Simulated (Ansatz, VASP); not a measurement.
## KCl: VASP beside Ansatz

```
K Cl
1.0
     0.00000    3.54278    2.50475
     3.54278    0.00000    2.50475
     3.54278    3.54278    0.00000
K Cl
1 1
Direct
  0.00000 0.00000 0.00000
  0.50000 0.50000 0.50000
```

Alike in both runs: task single point; functional r2SCAN; k mesh 8 × 8 × 8; occupations gaussian, width 0.05 eV; no spin polarisation.

|  | VASP | Ansatz |
| --- | --- | --- |
| version | VASP 6.6.1 | Ansatz 0.2.0 |
| potentials or method | VASP PAW PBE potentials, release 64 (K_sv, Cl), cutoff 520 eV | scalar-relativistic, plane waves, PAW |
| valence electrons in the cell | 16 | 16 |

```tsv
	VASP	Ansatz	Ansatz less VASP
gap on the k mesh at the Fermi level (eV)	4.45	4.44	-0.003
least direct gap on the mesh (eV)	4.45	4.44	-0.003
pressure (GPa)	9.6	9.5	-0.15
traceless stress, the component that is largest in VASP (GPa)	23.22	22.81	-0.410
```

VASP's potentials were made for PBE, not for r2SCAN.
